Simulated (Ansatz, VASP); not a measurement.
# Two plane-wave programs on MoSe2

```xyz
6
Lattice="3.2711 0.0000 0.0000 -1.6356 2.8329 0.0000 0.0000 0.0000 14.6070" Properties=species:S:1:pos:R:3 pbc="T T T"
Mo    1.6356    0.9443   10.9552
Mo    0.0000    1.8886    3.6517
Se    0.0000    1.8886   12.5989
Se    1.6356    0.9443    5.2954
Se    0.0000    1.8886    9.3115
Se    1.6356    0.9443    2.0080
```

Change from the starting cell: equal strain along all axes, cell held, atoms relaxed: -1.5 %.

Alike in both runs: task relaxation of the atoms; functional PBE; k mesh 9 × 9 × 2; occupations gaussian, width 0.02 eV; no spin polarisation.

|  | VASP | Ansatz |
| --- | --- | --- |
| version | VASP 6.6.1 | Ansatz 0.2.0 |
| potentials or method | VASP PAW PBE potentials, release 64 (Mo_sv, Se), cutoff 450 eV | scalar-relativistic, plane waves, PAW |
| valence electrons in the cell | 52 | 92 |

```csv
,VASP,Ansatz,Ansatz less VASP
"gap on the k mesh at the Fermi level, each at its own relaxed structure (eV)",1.34,1.34,+0.006
```

VASP's potentials hold 52 valence electrons a cell and Ansatz's 92, so a difference there can come from the potentials and not from the codes. Ansatz's warnings: stress scf threshold loose.
